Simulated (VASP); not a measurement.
# ZnSe (F-43m) in VASP: single point with HSE06

Aim: the single point of ZnSe with HSE06.

All numbers are computed with VASP 6.6.1; they aren't measurements. Logs are shortened: lines on timing, memory, paths and dates and some standing lists are left out, and cuts for length are marked.

### Step 1. The cell of the first run

It takes space group F-43m (No. 216, cubic). Conventional cell: a = 5.665 Å, b = 5.665 Å, c = 5.665 Å, α = 90.00°, β = 90.00°, γ = 90.00°. Zn (site symmetry -43m) has 4 Se at 2.45 Å within 3.2 Å. Se (site symmetry -43m) has 4 Zn at 2.45 Å within 3.2 Å.

### Step 2. Single point, HSE06

File POSCAR:

```
ZnSe
1.0
    0.0000000000      2.8324206848      2.8324206848
    2.8324206848      0.0000000000      2.8324206848
    2.8324206848      2.8324206848      0.0000000000
Zn Se
1 1
Direct
    0.0000000000      0.0000000000      0.0000000000
    0.2500000000      0.2500000000      0.2500000000
```

File INCAR.step1:

```
SYSTEM = ZnSe
PREC = Accurate
ENCUT = 520
EDIFF = 1E-5
ISMEAR = 0
SIGMA = 0.01
LREAL = .FALSE.
LASPH = .TRUE.
NELM = 60
ALGO = Normal
ISIF = 2
LWAVE = .TRUE.
LCHARG = .FALSE.
GGA = PE
NBANDS = 16
```

File INCAR.step2:

```
SYSTEM = ZnSe
PREC = Accurate
ENCUT = 520
EDIFF = 1E-6
ISMEAR = 0
SIGMA = 0.01
LREAL = .FALSE.
LASPH = .TRUE.
NELM = 60
ALGO = Normal
ISIF = 2
LWAVE = .FALSE.
LCHARG = .FALSE.
GGA = PE
LHFCALC = .TRUE.
HFSCREEN = 0.2079
PRECFOCK = Normal
ISTART = 1
NBANDS = 16
```

File KPOINTS:

```
regular mesh
0
G
  4 4 4
  0 0 0
```

Potentials or basis: VASP PAW PBE potentials, release 64 (Zn, Se).

On the command line:

```sh
$ cat potpaw_PBE.64/Zn/POTCAR potpaw_PBE.64/Se/POTCAR > POTCAR
$ cp INCAR.step1 INCAR
$ mpirun -np 1 vasp_std > vasp.out
$ cp INCAR.step2 INCAR
$ mpirun -np 1 vasp_std > vasp.out
```

OUTCAR:

```text
SYSTEM = ZnSe
   PREC = Accurate
   ENCUT = 520
   EDIFF = 1E-6
   ISMEAR = 0
   LREAL = .FALSE.
   LASPH = .TRUE.
   NELM = 60
   ISIF = 2
   GGA = PE
   LHFCALC = .TRUE.
   HFSCREEN = 0.2079
   PRECFOCK = Normal
   ISTART = 1

 ion  position               nearest neighbor table
   1  0.000  0.000  0.000-   2 2.45   2 2.45   2 2.45   2 2.45
   2  0.250  0.250  0.250-   1 2.45   1 2.45   1 2.45   1 2.45

  LATTYP: Found a face centered cubic cell.
 ALAT       =     5.6648413696

  Lattice vectors:

 A1 = (   0.0000000000,   2.8324206848,   2.8324206848)
 A2 = (   2.8324206848,   0.0000000000,   2.8324206848)
 A3 = (   2.8324206848,   2.8324206848,   0.0000000000)

Analysis of symmetry for initial positions (statically):
=====================================================================
 Subroutine PRICEL returns:
 Original cell was already a primitive cell.

 Routine SETGRP: Setting up the symmetry group for a
 face centered cubic supercell.

 Subroutine GETGRP returns: Found 24 space group operations
 (whereof 24 operations were pure point group operations)
 out of a pool of 48 trial point group operations.

The static configuration has the point symmetry T_d .

Analysis of symmetry for dynamics (positions and initial velocities):
=====================================================================
 Subroutine PRICEL returns:
 Original cell was already a primitive cell.

 Routine SETGRP: Setting up the symmetry group for a
 face centered cubic supercell.

 Subroutine GETGRP returns: Found 24 space group operations
 (whereof 24 operations were pure point group operations)
 out of a pool of 48 trial point group operations.

The dynamic configuration has the point symmetry T_d .

 Subroutine INISYM returns: Found 24 space group operations
 (whereof 24 operations are pure point group operations),
 and found     1 'primitive' translations

----------------------------------------------------------------------------------------

                                     Primitive cell

  volume of cell :      45.4468

  direct lattice vectors                    reciprocal lattice vectors
     0.000000000  2.832420685  2.832420685    -0.176527450  0.176527450  0.176527450
     2.832420685  0.000000000  2.832420685     0.176527450 -0.176527450  0.176527450
     2.832420685  2.832420685  0.000000000     0.176527450  0.176527450 -0.176527450

  length of vectors
[... 73 lines left out ...]
   POTIM  = 0.5000    time-step for ionic-motion
   TEBEG  =    0.0;   TEEND  =   0.0 temperature during run
   PSTRESS=    0.0 pullay stress
   NELECT =      18.0000    total number of electrons
   NUPDOWN=      -1.0000    fix difference up-down
   EMIN   =  10.00;   EMAX   =-10.00  energy-range for DOS
   EFERMI =   0.00;   METHOD = LEGACY
   ISMEAR =     0;   SIGMA  =   0.01  broadening in eV -4-tet -1-fermi 0-gaus
   EFERMI_NEDOS =   21; number of points for ismear=-14 and -15
   IALGO  =     38    algorithm
   IMIX   =      1    mixing-type and parameters
     AMIX     =   0.40;   BMIX     =  1.00
     AMIX_MAG =   1.60;   BMIX_MAG =  1.00
  volume/ion in A,a.u.               =      22.72       153.35
  Fermi-wavevector in a.u.,A,eV,Ry     =   1.202259  2.271939 19.666213  1.445426
  Thomas-Fermi vector in A             =   2.338045
   LORBIT       =      0    0 simple, 1 ext, 2 COOP (PROOUT), +10 PAW based schemes
   GGA     = PE    functional components
   LHFCALC =     T    Hartree Fock is set to
   PRECFOCK=normal    Normal, Fast or Accurate (Low or Medium for compatibility)
   ENCUT4O =  -1.0   cutoff for four orbital integrals eV
   NKREDX  =     1    reduce k-point grid by
   NKREDY  =     1    reduce k-point grid by
   NKREDZ  =     1    reduce k-point grid by
   AEXX    =    0.2500 exact exchange contribution
   HFSCREEN=    0.2079 screening length (either q_TF or 0.3 A-1)
   HFSCREENC=   0.2079 screening length for correlation (either q_TF or 0.3 A-1)
   ENCUTFOCK=  -1.0 apply spherical cutoff to Coloumb kernel
   IVDW    =     0    specifies the selected vdW correction
   LEPSILON=     F    determine dielectric tensor
   LRPA    =     F    only Hartree local field effects (RPA)
 non-spin polarized calculation
 Gauss-broadening in eV      SIGMA  =   0.01
  energy-cutoff  :      520.00
  volume of cell :       45.45
 maximum number of plane-waves:      1243
 NGX is ok and might be reduce to    30
  NGX = 24; NGY = 24; NGZ = 24

 number of electron      18.0000011 magnetization

 Free energy of the ion-electron system (eV)
  ---------------------------------------------------
  ext. energy  EPLUGINS =         0.00000000
  ---------------------------------------------------
  free energy    TOTEN  =        -7.37535813 eV

  energy without entropy =       -7.37535813  energy(sigma->0) =       -7.37535813

 E-fermi :   1.0691     XC(G=0):  -7.7320

 val. band max:        0.9840942184   @ k =   0.0000   0.0000   0.0000
 cond. band min:       3.4178608963   @ k =   0.0000   0.0000   0.0000
 fundamental gap:      2.4337666778
 Fermi energy:         1.0691378735

 k-point     1 :       0.0000    0.0000    0.0000
  band No.  band energies     occupation
      1     -13.3847      2.00000
      2      -7.2088      2.00000
      3      -7.2088      2.00000
      4      -7.2088      2.00000
      5      -6.8786      2.00000
      6      -6.8786      2.00000
[... 129 lines left out ...]
      3      -7.0360      2.00000
      4      -6.9141      2.00000
      5      -6.8886      2.00000
      6      -6.5368      2.00000
[... 8 lines left out ...]
     15      16.2658      0.00000
     16      16.4446      0.00000

------------------------ aborting loop because EDIFF is reached ----------------------------------------

  FORCE on cell =-STRESS in cart. coord.  units (eV):
  Direction    XX          YY          ZZ          XY          YZ          ZX
  --------------------------------------------------------------------------------------
  -------------------------------------------------------------------------------------
  Total        0.4373292      0.4373292      0.4373292     -0.0000000     -0.0000000     -0.0000000
  in kB       15.4175649     15.4175649     15.4175649     -0.0000000     -0.0000000     -0.0000000
  external PRESSURE =      15.4175649 kB  Pullay stress =       0.0000000 kB

 VOLUME and BASIS-vectors are now :
 -----------------------------------------------------------------------------
  energy-cutoff  :      520.00
  volume of cell :       45.45
      direct lattice vectors                 reciprocal lattice vectors
     0.000000000  2.832420685  2.832420685    -0.176527450  0.176527450  0.176527450
     2.832420685  0.000000000  2.832420685     0.176527450 -0.176527450  0.176527450
     2.832420685  2.832420685  0.000000000     0.176527450  0.176527450 -0.176527450

 POSITION                                       TOTAL-FORCE (eV/Angst)
 -----------------------------------------------------------------------------------
      0.00000      0.00000      0.00000        -0.000000     -0.000000      0.000000
      1.41621      1.41621      1.41621         0.000000      0.000000     -0.000000
 -----------------------------------------------------------------------------------
    total drift:                                0.000210      0.000181      0.000124

  FREE ENERGIE OF THE ION-ELECTRON SYSTEM (eV)
  ---------------------------------------------------
  free  energy   TOTEN  =        -7.3753581326 eV

  energy  without entropy=       -7.3753581326  energy(sigma->0) =       -7.37535813
```

OUTCAR.step1:

```text
SYSTEM = ZnSe
   PREC = Accurate
   ENCUT = 520
   EDIFF = 1E-5
   ISMEAR = 0
   LREAL = .FALSE.
   LASPH = .TRUE.
[... 355 lines left out ...]
      0.00000      0.00000      0.00000         0.000000      0.000000      0.000000
      1.41621      1.41621      1.41621        -0.000000     -0.000000     -0.000000
 -----------------------------------------------------------------------------------
    total drift:                               -0.000001     -0.000001     -0.000001

  FREE ENERGIE OF THE ION-ELECTRON SYSTEM (eV)
  ---------------------------------------------------
  free  energy   TOTEN  =        -5.9519978194 eV

  energy  without entropy=       -5.9519978194  energy(sigma->0) =       -5.95199782
```

Wall time 4.4 min (1 thread of AMD EPYC 9R45 (Zen 5), shared host); peak memory 0.24 GiB.

Results:

* Free energy: -7.3754 eV
* Pressure: 1.5 GPa
* Band gap on the k mesh: 2.43 eV, direct

Levels at points of the mesh, in eV from the valence-band top:
| k point | band 5 | band 6 | band 7 | band 8 | band 9 | band 10 | band 11 | band 12 | band 13 | band 14 |
| --- | --- | --- | --- | --- | --- | --- | --- | --- | --- | --- |
| (0.00, 0.00, 0.00) | -7.86 | -7.86 | 0.00 | 0.00 | 0.00 | 2.43 | 6.94 | 6.94 | 6.94 | 11.31 |
| (0.50, 0.00, 0.00) | -7.85 | -7.68 | -5.54 | -0.91 | -0.91 | 3.66 | 7.49 | 7.49 | 9.75 | 12.35 |
| (0.50, 0.50, 0.00) | -7.82 | -7.63 | -5.14 | -2.31 | -2.31 | 3.85 | 4.50 | 12.19 | 12.82 | 12.82 |

Caveat: the k points lie up to 0.48 Å⁻¹ apart; the PAW data sets were made with another functional, which shifts forces and pressure a little.
